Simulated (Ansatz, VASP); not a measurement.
This is a calculation of HfB for Ansatz 0.2.0.

The input input.yaml:

```yaml
crystal:
  lattice:
    - [0.0, 2.31, 2.31]
    - [2.31, 0.0, 2.31]
    - [2.31, 2.31, 0.0]
  atoms:
    - { symbol: Hf, position: [0.5, 0.5, 0.5] }
    - { symbol: B, position: [0.0, 0.0, 0.0] }
hamiltonian:
  xc: pbesol
  pseudopotentials: { kind: paw }
  dispersion: d4
kpoints:
  mp_grid: { grid: [10, 10, 10] }
scf:
  occupations: { method: fermi_dirac, width: 0.05 }
output:
  forces: true
  stress: true
  eigenvalues: true
relax:
  f_tol: 0.01
  max_steps: 40
  cell: { stress_tol: 0.05 }
```

Potentials or basis: Ansatz PAW.

Command:

```bash
$ ansatz run input.yaml --threads 2 --pin off --max-ram 5632MiB --backend cpu --events-out ev --progress --plain --runs-dir out
```

Task: Translate it to VASP 6.6.1. Potentials there: VASP PAW PBE potentials, release 64 (Hf_pv, B).

Result: As run (the cutoff follows the program's own potentials):

INCAR

```
SYSTEM = HfB
ALGO = Normal ; EDIFF = 1E-6
EDIFFG = -0.01 ; ENCUT = 600
GGA = PS ; IBRION = 2
ISIF = 3 ; ISMEAR = -1
IVDW = 13 ; LASPH = .TRUE.
LCHARG = .FALSE. ; LREAL = .FALSE.
LWAVE = .FALSE. ; NELM = 80
NSW = 60 ; PREC = Accurate
SIGMA = 0.05
```

The input KPOINTS:

```
k-points
0
G
  10 10 10
  0 0 0
```

Contents of POSCAR:

```
HfB
1.0
    0.0000000000      2.3100000000      2.3100000000
    2.3100000000      0.0000000000      2.3100000000
    2.3100000000      2.3100000000      0.0000000000
Hf B
1 1
Direct
    0.5000000000      0.5000000000      0.5000000000
    0.0000000000      0.0000000000      0.0000000000
```

Potentials or basis: VASP PAW PBE potentials, release 64 (Hf_pv, B).

Launch:

```console
$ cat potpaw_PBE.64/Hf_pv/POTCAR potpaw_PBE.64/B/POTCAR > POTCAR
$ mpirun -np 1 vasp_std > vasp.out
```

Both were run:

|  | VASP | Ansatz | Ansatz less VASP |
| --- | --- | --- | --- |
| gap on the k mesh at the Fermi level, each at its own relaxed structure (eV) | none | none | - |
| relaxed volume (Å³/atom) | 13.59 | 13.56 | -0.037 |
| relaxed cell length with the largest relative difference (Å) | 3.375 | 3.372 | -0.0031 |

VASP's potentials were made for PBE, not for PBEsol. A gap of «none» marks a metal or a gap that the smearing closes. VASP's potentials hold 13 valence electrons a cell and Ansatz's 29, so a difference there can come from the potentials and not from the codes.

Neither program's run includes spin-orbit coupling. Noted on Ansatz's run: the plane-wave basis is chosen anew once the cell has moved, so the energies of steps on either side of that aren't comparable.
